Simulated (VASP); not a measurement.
Write the native input for VASP 6.6.1 that does the following.

* Task: single point
* Functional: PBE
* Potentials or basis: VASP PAW PBE potentials, release 64 (Yb, Sb)
* Cutoff: 520 eV
* k mesh: 4 × 4 × 4
* Occupations: gaussian, width 0.1 eV
* Spin: no spin polarisation
* Dipole correction: no
* Further INCAR settings: ALGO = Normal; EDIFF = 1e-06; NBANDS = 28

The structure of YbSb3 lies in POSCAR:

```
YbSb3
1.0
    0.0000000000      3.8303180986      3.8303180986
    3.8303180986      0.0000000000      3.8303180986
    3.8303180986      3.8303180986      0.0000000000
Yb Sb
1 3
Direct
    0.5000000000      0.5000000000      0.5000000000
    0.2500000000      0.2500000000      0.2500000000
    0.7500000000      0.7500000000      0.7500000000
    0.0000000000      0.0000000000      0.0000000000
```

The cell was built from a structure type or drawn by symmetry, and may not be a known phase.

The input as run:

INCAR

```
SYSTEM = YbSb3
ALGO = Normal ; EDIFF = 1E-6
ENCUT = 520 ; GGA = PE
ISIF = 2 ; ISMEAR = 0
LASPH = .TRUE. ; LCHARG = .FALSE.
LREAL = .FALSE. ; LWAVE = .FALSE.
NBANDS = 28 ; NELM = 100
PREC = Accurate ; SIGMA = 0.1
```

KPOINTS

```
k-points
0
G
  4 4 4
  0 0 0
```

Potentials or basis: VASP PAW PBE potentials, release 64 (Yb, Sb).

Command:

```console
$ cat potpaw_PBE.64/Yb/POTCAR potpaw_PBE.64/Sb/POTCAR > POTCAR
$ mpirun -np 1 vasp_std > vasp.out
```

Results of the run:

```
Pressure               : -0.1 GPa
Band gap on the k mesh : zero (an odd number of electrons rules out a gap without spin polarisation)
```

Caveat: spin-orbit coupling is left out, which moves the levels of the heavy elements.

Run time: 88 s on 1 thread of Intel Xeon 8259CL, with other jobs on the host, peak memory 0.26 GiB.
